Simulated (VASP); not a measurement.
# Ge (Fd-3m) in VASP: further runs

The runs below take Ge through single point, relaxation of cell and atoms, with PBE.

Everything below comes from runs of VASP 6.6.1. Logs are shortened: lines on timing, memory, paths and dates and some standing lists are left out, and cuts for length are marked.

### Step 1. The cell of the first run

The structure is cubic, space group Fd-3m (No. 227). Conventional cell: a = 5.772 Å, b = 5.772 Å, c = 5.772 Å, α = 90.00°, β = 90.00°, γ = 90.00°. Within 3.3 Å of Ge (site symmetry -43m) lie 4 Ge at 2.50 Å.

### Step 2. Single point, PBE

Contents of INCAR:

```
ALGO = Normal
EDIFF = 1E-6
ENCUT = 500
GGA = PE
GGA_COMPAT = False
ISIF = 2
ISMEAR = -1
LASPH = True
LCHARG = True
LELF = True
LREAL = False
LVHAR = True
LWAVE = False
NBANDS = 21
NELM = 120
PREC = Accurate
SIGMA = 0.05
```

Contents of KPOINTS:

```
k-points
0
Gamma
  5 5 5
```

Contents of POSCAR:

```
Ge
1.0
    0.0000000000      2.8862417199      2.8862417199
    2.8862417199      0.0000000000      2.8862417199
    2.8862417199      2.8862417199      0.0000000000
Ge
2
Direct
    0.5000000000      0.5000000000      0.5000000000
    0.7500000000      0.7500000000      0.7500000000
```

Potentials or basis: VASP PAW PBE potentials, release 64 (Ge_d).

Launch:

```bash
$ cat potpaw_PBE.64/Ge_d/POTCAR > POTCAR
$ mpirun -np 1 vasp_std > vasp.out
```

OUTCAR:

```text
EDIFF = 1E-6
   ENCUT = 500
   GGA = PE
   ISIF = 2
   ISMEAR = -1
   LASPH = True
   LREAL = False
   NELM = 120
   PREC = Accurate

 ion  position               nearest neighbor table
   1  0.500  0.500  0.500-   2 2.50   2 2.50   2 2.50   2 2.50
   2  0.750  0.750  0.750-   1 2.50   1 2.50   1 2.50   1 2.50

  LATTYP: Found a face centered cubic cell.
 ALAT       =     5.7724834398

  Lattice vectors:

 A1 = (   0.0000000000,   2.8862417199,   2.8862417199)
 A2 = (   2.8862417199,   0.0000000000,   2.8862417199)
 A3 = (   2.8862417199,   2.8862417199,   0.0000000000)

Analysis of symmetry for initial positions (statically):
=====================================================================
 Subroutine PRICEL returns:
 Original cell was already a primitive cell.

 Routine SETGRP: Setting up the symmetry group for a
 face centered cubic supercell.

 Subroutine GETGRP returns: Found 48 space group operations
 (whereof 24 operations were pure point group operations)
 out of a pool of 48 trial point group operations.

The static configuration has the point symmetry T_d .
 The point group associated with its full space group is O_h .

Analysis of symmetry for dynamics (positions and initial velocities):
=====================================================================
 Subroutine PRICEL returns:
 Original cell was already a primitive cell.

 Routine SETGRP: Setting up the symmetry group for a
 face centered cubic supercell.

 Subroutine GETGRP returns: Found 48 space group operations
 (whereof 24 operations were pure point group operations)
 out of a pool of 48 trial point group operations.

The dynamic configuration has the point symmetry T_d .
 The point group associated with its full space group is O_h .

 Subroutine INISYM returns: Found 48 space group operations
 (whereof 24 operations are pure point group operations),
 and found     1 'primitive' translations

----------------------------------------------------------------------------------------

                                     Primitive cell

  volume of cell :      48.0870

  direct lattice vectors                    reciprocal lattice vectors
     0.000000000  2.886241720  2.886241720    -0.173235664  0.173235664  0.173235664
     2.886241720  0.000000000  2.886241720     0.173235664 -0.173235664  0.173235664
     2.886241720  2.886241720  0.000000000     0.173235664  0.173235664 -0.173235664

  length of vectors
     4.081762185  4.081762185  4.081762185     0.300052971  0.300052971  0.300052971

  position of ions in fractional coordinates (direct lattice)
     0.500000000  0.500000000  0.500000000
     0.750000000  0.750000000  0.750000000

  ion indices of the primitive-cell ions
   primitive index   ion index
                 1           1
                 2           2

----------------------------------------------------------------------------------------

 KPOINTS: k-points

Automatic generation of k-mesh.
 Grid dimensions read from file:
 generate k-points for:    5    5    5

 Generating k-lattice:

  Cartesian coordinates                     Fractional coordinates (reciprocal lattice)
    -0.034647133  0.034647133  0.034647133     0.200000000  0.000000000  0.000000000
     0.034647133 -0.034647133  0.034647133     0.000000000  0.200000000  0.000000000
     0.034647133  0.034647133 -0.034647133     0.000000000  0.000000000  0.200000000

  Length of vectors
     0.060010594  0.060010594  0.060010594

  Shift w.r.t. Gamma in fractional coordinates (k-lattice)
     0.000000000  0.000000000  0.000000000

 Subroutine IBZKPT returns following result:
 ===========================================

 Found     10 irreducible k-points:

 Following reciprocal coordinates:
            Coordinates               Weight
  0.000000  0.000000  0.000000      1.000000
  0.200000  0.000000  0.000000      8.000000
  0.400000  0.000000  0.000000      8.000000
  0.200000  0.200000  0.000000      6.000000
  0.400000  0.200000  0.000000     24.000000
 -0.400000  0.200000  0.000000     24.000000
 -0.200000  0.200000  0.000000     12.000000
  0.400000  0.400000  0.000000      6.000000
 -0.400000  0.400000  0.000000     12.000000
 -0.400000  0.400000  0.200000     24.000000
   k-points           NKPTS =     10   k-points in BZ     NKDIM =     10   number of bands    NBANDS=     21
   number of dos      NEDOS =    301   number of ions     NIONS =      2
   total plane-waves  NPLWV =  27000
   dimension x,y,z NGX =    30 NGY =   30 NGZ =   30
   dimension x,y,z NGXF=    60 NGYF=   60 NGZF=   60
   ions per type =               2
   NGX,Y,Z   is equivalent  to a cutoff of  12.22, 12.22, 12.22 a.u.
   NGXF,Y,Z  is equivalent  to a cutoff of  24.44, 24.44, 24.44 a.u.
 SYSTEM =  unknown system
   PREC   = accura    normal or accurate (medium, high low for compatibility)
   ISTART =      0    job   : 0-new  1-cont  2-samecut
   ICHARG =      2    charge: 1-file 2-atom 10-const
   ISPIN  =      1    spin polarized calculation?
   LNONCOLLINEAR =      F non collinear calculations
   LSORBIT =      F    spin-orbit coupling
   LASPH  =      T    aspherical Exc in radial PAW
   ENCUT  =  500.0 eV  36.75 Ry    6.06 a.u.   7.44  7.44  7.44*2*pi/ulx,y,z
   NELM   =    120;   NELMIN=  2; NELMDL= -5     # of ELM steps
   EDIFF  = 0.1E-05   stopping-criterion for ELM
   LREAL  =      F    real-space projection
   EDIFFG = 0.1E-04   stopping-criterion for IOM
   NSW    =      0    number of steps for IOM
   IBRION =     -1    ionic relax: 0-MD 1-quasi-New 2-CG
   NFREE  =      0    steps in history (QN), initial steepest desc. (CG)
   ISIF   =      2    stress and relaxation
   ISYM   =      2    0-nonsym 1-usesym 2-fastsym
   POTIM  = 0.5000    time-step for ionic-motion
   TEBEG  =    0.0;   TEEND  =   0.0 temperature during run
   PSTRESS=    0.0 pullay stress
   NELECT =      28.0000    total number of electrons
   NUPDOWN=      -1.0000    fix difference up-down
   EMIN   =  10.00;   EMAX   =-10.00  energy-range for DOS
   EFERMI =   0.00;   METHOD = LEGACY
   ISMEAR =    -1;   SIGMA  =   0.05  broadening in eV -4-tet -1-fermi 0-gaus
   EFERMI_NEDOS =   21; number of points for ismear=-14 and -15
   IALGO  =     38    algorithm
   IMIX   =      4    mixing-type and parameters
     AMIX     =   0.40;   BMIX     =  1.00
     AMIX_MAG =   1.60;   BMIX_MAG =  1.00
  volume/ion in A,a.u.               =      24.04       162.25
  Fermi-wavevector in a.u.,A,eV,Ry     =   1.367051  2.583352 25.426965  1.868829
  Thomas-Fermi vector in A             =   2.493138
   LORBIT       =      0    0 simple, 1 ext, 2 COOP (PROOUT), +10 PAW based schemes
   GGA     = PE    functional components
   LHFCALC =     F    Hartree Fock is set to
   AEXX    =    0.0000 exact exchange contribution
   IVDW    =     0    specifies the selected vdW correction
   LEPSILON=     F    determine dielectric tensor
   LRPA    =     F    only Hartree local field effects (RPA)
 non-spin polarized calculation
  energy-cutoff  :      500.00
  volume of cell :       48.09
 maximum number of plane-waves:      1243
 NGX is ok and might be reduce to    30
   NGX = 15   NGY = 15   NGZ = 15

 number of electron      27.9999975 magnetization

 Free energy of the ion-electron system (eV)
  ---------------------------------------------------
  ext. energy  EPLUGINS =         0.00000000
  ---------------------------------------------------
  free energy    TOTEN  =        -8.94036745 eV

  energy without entropy =       -8.93664658  energy(sigma->0) =       -8.93850702

 E-fermi :   4.4209     XC(G=0):  -9.6275

 val. band max:        3.9414043486   @ k =   0.0000   0.0000   0.0000
 cond. band min:       4.4423462785   @ k =   0.0000   0.0000   0.0000
 fundamental gap:      0.5009419299
 Fermi energy:         4.4209407683

 k-point     1 :       0.0000    0.0000    0.0000
  band No.  band energies     occupation
      1     -20.2875      2.00000
      2     -20.2875      2.00000
      3     -20.2875      2.00000
      4     -20.2561      2.00000
      5     -20.2561      2.00000
      6     -20.0757      2.00000
[... 13 lines left out ...]
     20      13.7551      0.00000
     21      13.7551      0.00000

 k-point     2 :       0.2000    0.0000    0.0000
  band No.  band energies     occupation
      1     -20.3000      2.00000
      2     -20.3000      2.00000
      3     -20.2823      2.00000
      4     -20.2375      2.00000
      5     -20.2375      2.00000
      6     -20.0949      2.00000
[... 13 lines left out ...]
     20      12.6188      0.00000
     21      12.6188      0.00000

 k-point     3 :       0.4000    0.0000    0.0000
  band No.  band energies     occupation
      1     -20.3079      2.00000
      2     -20.3079      2.00000
      3     -20.2735      2.00000
      4     -20.2219      2.00000
      5     -20.2219      2.00000
      6     -20.1064      2.00000
[... 13 lines left out ...]
     20      14.1028      0.00000
     21      14.1028      0.00000

 k-point     4 :       0.2000    0.2000    0.0000
  band No.  band energies     occupation
      1     -20.2988      2.00000
      2     -20.2988      2.00000
      3     -20.2944      2.00000
      4     -20.2373      2.00000
      5     -20.2143      2.00000
      6     -20.1314      2.00000
[... 13 lines left out ...]
     20      13.2603      0.00000
     21      14.4133      0.00000

 k-point     5 :       0.4000    0.2000    0.0000
  band No.  band energies     occupation
      1     -20.3188      2.00000
      2     -20.3088      2.00000
      3     -20.2697      2.00000
      4     -20.2152      2.00000
      5     -20.1914      2.00000
      6     -20.1536      2.00000
[... 13 lines left out ...]
     20      14.3776      0.00000
     21      15.3691      0.00000

 k-point     6 :      -0.4000    0.2000    0.0000
  band No.  band energies     occupation
      1     -20.3258      2.00000
      2     -20.3150      2.00000
      3     -20.2486      2.00000
      4     -20.2048      2.00000
      5     -20.1978      2.00000
      6     -20.1339      2.00000
[... 13 lines left out ...]
     20      13.6311      0.00000
     21      15.0276      0.00000

 k-point     7 :      -0.2000    0.2000    0.0000
  band No.  band energies     occupation
      1     -20.3126      2.00000
      2     -20.3126      2.00000
      3     -20.2641      2.00000
      4     -20.2285      2.00000
      5     -20.2091      2.00000
      6     -20.1233      2.00000
[... 13 lines left out ...]
     20      14.0186      0.00000
     21      14.4827      0.00000

 k-point     8 :       0.4000    0.4000    0.0000
  band No.  band energies     occupation
      1     -20.3145      2.00000
      2     -20.3145      2.00000
      3     -20.2691      2.00000
      4     -20.2075      2.00000
      5     -20.1888      2.00000
      6     -20.1443      2.00000
[... 13 lines left out ...]
     20      16.3955      0.00000
     21      16.4579      0.00000

 k-point     9 :      -0.4000    0.4000    0.0000
  band No.  band energies     occupation
      1     -20.3288      2.00000
      2     -20.3175      2.00000
      3     -20.2406      2.00000
      4     -20.2056      2.00000
      5     -20.1658      2.00000
      6     -20.1555      2.00000
[... 13 lines left out ...]
     20      14.6625      0.00000
     21      17.0365      0.00000

 k-point    10 :      -0.4000    0.4000    0.2000
  band No.  band energies     occupation
      1     -20.3275      2.00000
      2     -20.3230      2.00000
      3     -20.2351      2.00000
      4     -20.1911      2.00000
      5     -20.1807      2.00000
      6     -20.1624      2.00000
[... 13 lines left out ...]
     20      14.5484      0.00000
     21      17.1348      0.00000

------------------------ aborting loop because EDIFF is reached ----------------------------------------

  FORCE on cell =-STRESS in cart. coord.  units (eV):
  Direction    XX          YY          ZZ          XY          YZ          ZX
  --------------------------------------------------------------------------------------
  -------------------------------------------------------------------------------------
  Total       -0.0413186     -0.0413186     -0.0413186      0.0000000      0.0000000      0.0000000
  in kB       -1.3766638     -1.3766638     -1.3766638      0.0000000      0.0000000      0.0000000
  external PRESSURE =      -1.3766638 kB  Pullay stress =       0.0000000 kB

 VOLUME and BASIS-vectors are now :
 -----------------------------------------------------------------------------
  energy-cutoff  :      500.00
  volume of cell :       48.09
      direct lattice vectors                 reciprocal lattice vectors
     0.000000000  2.886241720  2.886241720    -0.173235664  0.173235664  0.173235664
     2.886241720  0.000000000  2.886241720     0.173235664 -0.173235664  0.173235664
     2.886241720  2.886241720  0.000000000     0.173235664  0.173235664 -0.173235664

 POSITION                                       TOTAL-FORCE (eV/Angst)
 -----------------------------------------------------------------------------------
      2.88624      2.88624      2.88624        -0.000000     -0.000000      0.000000
      4.32936      4.32936      4.32936         0.000000      0.000000     -0.000000
 -----------------------------------------------------------------------------------
    total drift:                                0.000000     -0.000000      0.000000

  FREE ENERGIE OF THE ION-ELECTRON SYSTEM (eV)
  ---------------------------------------------------
  free  energy   TOTEN  =        -8.9403674534 eV

  energy  without entropy=       -8.9366465767  energy(sigma->0) =       -8.93850702
```

Wall time 21 s (1 thread of Intel Xeon 8259CL, shared host); peak memory 0.16 GiB.

Results:

| Item | Value |
| --- | --- |
| Free energy | -8.9404 eV |
| Pressure | -0.1 GPa |
| Band gap on the k mesh | zero (filled and empty bands touch) |

Levels at points of the mesh, in eV from the Fermi level:
```tsv
k point	band 11	band 12	band 13	band 14	band 15	band 16	band 17	band 18
(0.00, 0.00, 0.00)	-12.31	-0.48	0.02	0.02	0.02	2.54	2.54	2.54
```

Caveat: the k points lie up to 0.38 Å⁻¹ apart; semilocal functionals underestimate gaps, and a narrow one can read as zero.

(Part 1 of 3 ends here.)

The gap in the log of VASP goes by the Fermi energy; the results here count the filled bands.